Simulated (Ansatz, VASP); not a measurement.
**WS2 in VASP and in Ansatz**

INCAR

```
  ALGO = Normal
  EDIFF = 1E-6
  ENCUT = 520
  GGA = PS
  ISIF = 2
  ISMEAR = -1
  LASPH = True
  LCHARG = False
  LREAL = False
  LWAVE = False
  NBANDS = 20
  NELM = 80
  PREC = Accurate
  SIGMA = 0.03
```

KPOINTS

```
k-points
0
Gamma
  15 15 15
```

File POSCAR:

```
WS2
1.0
    1.5790003843      0.9116362969      6.1016967000
   -1.5790003843      0.9116362969      6.1016967000
    0.0000000000     -1.8232725938      6.1016967000
W S
1 2
Direct
    0.0000000000      0.0000000000      0.0000000000
    0.7503000000      0.7503000000      0.7503000000
    0.5810000000      0.5810000000      0.5810000000
```

Input for Ansatz:

```yaml
crystal:
  lattice:
    - [1.5790003843, 0.9116362969, 6.1016967]
    - [-1.5790003843, 0.9116362969, 6.1016967]
    - [0.0, -1.8232725938, 6.1016967]
  atoms:
    - { symbol: W, position: [0.0, 0.0, 0.0] }
    - { symbol: S, position: [0.7503, 0.7503, 0.7503] }
    - { symbol: S, position: [0.581, 0.581, 0.581] }
kpoints:
  mp_grid: { grid: [15, 15, 15] }
  band_path:
    path:
      - [0.0, 0.0, 0.0]
      - [0.5, 0.5, 0.5]
      - [0.8184516957, 0.1815483043, 0.5]
      - [0.5, -0.1815483043, 0.1815483043]
      - [0.5, 0.0, 0.0]
      - [0.0, 0.0, 0.0]
      - [0.3407741522, -0.3407741522, 0.0]
      - [0.6592258479, 0.0, 0.3407741522]
      - [0.5, 0.0, 0.5]
    npoints: 5
scf:
  occupations: { method: fermi_dirac, width: 0.03 }
hamiltonian:
  xc: pbesol
  pseudopotentials: { kind: all_electron, lapw: { basis_error: 0.001 } }
output:
  forces: true
  stress: true
  eigenvalues: true
```

Change from the starting cell: zz strain of -1 %.

Alike in both runs: task single point; functional PBEsol; k mesh 15 × 15 × 15; occupations fermi-dirac, width 0.03 eV; no spin polarisation.

```csv
,VASP,Ansatz
version,VASP 6.6.1,Ansatz 0.2.0
potentials or method,"VASP PAW PBE potentials, release 64 (W_sv, S), cutoff 520 eV","all-electron LAPW, scalar-relativistic"
```

```tsv
	VASP	Ansatz	Ansatz less VASP
pressure (GPa)	1.3	1.2	-0.08
traceless stress, the component that is largest in VASP (GPa)	2.06	2.01	-0.048
rms of the force components (eV/Å)	0.280	0.275	-0.0050
```

VASP's potentials were made for PBE, not for PBEsol. Atom by atom the forces differ by 0.009 eV/Å (rms over components). Ansatz ran all-electron here, and VASP with PAW potentials.

Neither program's run includes spin-orbit coupling.
